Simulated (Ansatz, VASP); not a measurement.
# Cu in VASP and in Ansatz

The input POSCAR:

```
Cu
1.0
    1.2019959458     -3.9226365845      0.0000000000
    1.2019959458      3.9226365845      0.0000000000
    0.0000000000      0.0000000000      2.4420387800
Cu
2
Direct
    0.8661333500      0.1338666500      0.7500000000
    0.1338666500      0.8661333500      0.2500000000
```

File INCAR.step1:

```
ALGO = Normal
EDIFF = 1E-4
ENCUT = 520
GGA = PE
ISMEAR = -1
LASPH = True
LCHARG = False
LREAL = False
LWAVE = True
NBANDS = 18
NELM = 80
PREC = Accurate
SIGMA = 0.05
```

Contents of INCAR.step2:

```
ALGO = Normal
EDIFF = 1E-6
ENCUT = 520
ISIF = 2
ISMEAR = -1
ISTART = 1
LASPH = True
LCHARG = True
LELF = True
LMIXTAU = True
LREAL = False
LVHAR = True
LWAVE = False
METAGGA = R2SCAN
NBANDS = 18
NELM = 80
PREC = Accurate
SIGMA = 0.05
```

KPOINTS

```
k-points
0
Gamma
  11 11 11
```

Contents of input.yaml:

```yaml
crystal:
  lattice:
    - [1.2019959458, -3.9226365845, 0.0]
    - [1.2019959458, 3.9226365845, 0.0]
    - [0.0, 0.0, 2.44203878]
  atoms:
    - { symbol: Cu, position: [0.86613335, 0.13386665, 0.75] }
    - { symbol: Cu, position: [0.13386665, 0.86613335, 0.25] }
hamiltonian:
  xc: r2scan
  pseudopotentials: { kind: paw }
kpoints:
  mp_grid: { grid: [11, 11, 11] }
scf:
  occupations: { method: fermi_dirac, width: 0.05 }
output:
  forces: true
  stress: true
  eigenvalues: true
  write_density: true
  write_potential: true
  elf: true
  volumetric_format: npy
```

Alike in both runs: task single point; functional r2SCAN; k mesh 11 × 11 × 11; occupations fermi-dirac, width 0.05 eV; no spin polarisation.

|  | VASP | Ansatz |
| --- | --- | --- |
| version | VASP 6.6.1 | Ansatz 0.2.0 |
| potentials or method | VASP PAW PBE potentials, release 64 (Cu) | Ansatz PAW |
| plane-wave cutoff (eV) | 520 | 500 |
| valence electrons in the cell | 22 | 38 |

```csv
,VASP,Ansatz,Ansatz less VASP
gap on the k mesh at the Fermi level (eV),none,none,-
pressure (GPa),7.4,6.9,-0.47
"traceless stress, the component that is largest in VASP (GPa)",0.60,0.68,+0.076
rms of the force components (eV/Å),0.046,0.040,-0.0065
```

VASP's potentials were made for PBE, not for r2SCAN. Atom by atom the forces differ by 0.007 eV/Å (rms over components). A gap of «none» marks a metal or a gap that the smearing closes. VASP's potentials hold 22 valence electrons a cell and Ansatz's 38, so a difference there can come from the potentials and not from the codes.
